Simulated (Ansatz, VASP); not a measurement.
Ta in VASP and in Ansatz

Contents of INCAR:

```
PREC = Accurate
ENCUT = 600
EDIFF = 1E-7
ISMEAR = -1
SIGMA = 0.05
LREAL = F
LASPH = T
NELM = 80
ALGO = Fast
ISIF = 3
LWAVE = F
LCHARG = F
GGA = RP
IVDW = 13
IBRION = 2
NSW = 60
EDIFFG = -0.01
```

The input KPOINTS:

```
regular mesh
0
Gamma
  11 11 5
```

Contents of POSCAR:

```
Ta
1.0
    2.9003720726      0.0000000000      0.0000000000
   -1.4501860363      2.5117958953      0.0000000000
    0.0000000000      0.0000000000      5.1662740000
Ta
2
Direct
    0.3333333333      0.6666666667      0.2500000000
    0.6666666667      0.3333333333      0.7500000000
```

File input.yaml:

```yaml
crystal:
  lattice:
    - [2.9003720726, 0.0, 0.0]
    - [-1.4501860363, 2.5117958953, 0.0]
    - [0.0, 0.0, 5.166274]
  atoms:
    - { symbol: Ta, position: [0.3333333333, 0.6666666667, 0.25] }
    - { symbol: Ta, position: [0.6666666667, 0.3333333333, 0.75] }
hamiltonian:
  xc: rpbe
  pseudopotentials: { kind: paw }
  dispersion: d4
kpoints:
  mp_grid: { grid: [11, 11, 5] }
scf:
  occupations: { method: fermi_dirac, width: 0.05 }
output:
  forces: true
  stress: true
  eigenvalues: true
  write_density: true
  write_potential: true
  elf: true
  volumetric_format: npy
relax:
  f_tol: 0.01
  max_steps: 40
  cell: { stress_tol: 0.05 }
```

Alike in both runs: task relaxation of cell and atoms; functional RPBE; dispersion D4; k mesh 11 × 11 × 5; occupations fermi-dirac, width 0.05 eV; no spin polarisation.

|  | VASP | Ansatz |
| --- | --- | --- |
| version | VASP 6.6.1 | Ansatz 0.2.0 |
| potentials or method | VASP PAW PBE potentials, release 64 (Ta_pv) | Ansatz PAW |
| plane-wave cutoff (eV) | 600 | 420 |
| valence electrons in the cell | 22 | 26 |

```tsv
	VASP	Ansatz	Ansatz less VASP
gap on the k mesh at the Fermi level, each at its own relaxed structure (eV)	none	none	-
relaxed volume (Å³/atom)	18.64	18.62	-0.016
relaxed cell length with the largest relative difference (Å)	5.155	5.153	-0.0024
```

VASP's potentials were made for PBE, not for RPBE. A gap of «none» marks a metal or a gap that the smearing closes. VASP's potentials hold 22 valence electrons a cell and Ansatz's 26, so a difference there can come from the potentials and not from the codes.

Spin-orbit coupling is off throughout. Noted on Ansatz's run: the plane-wave basis is chosen anew once the cell has moved, so the energies of steps on either side of that aren't comparable.
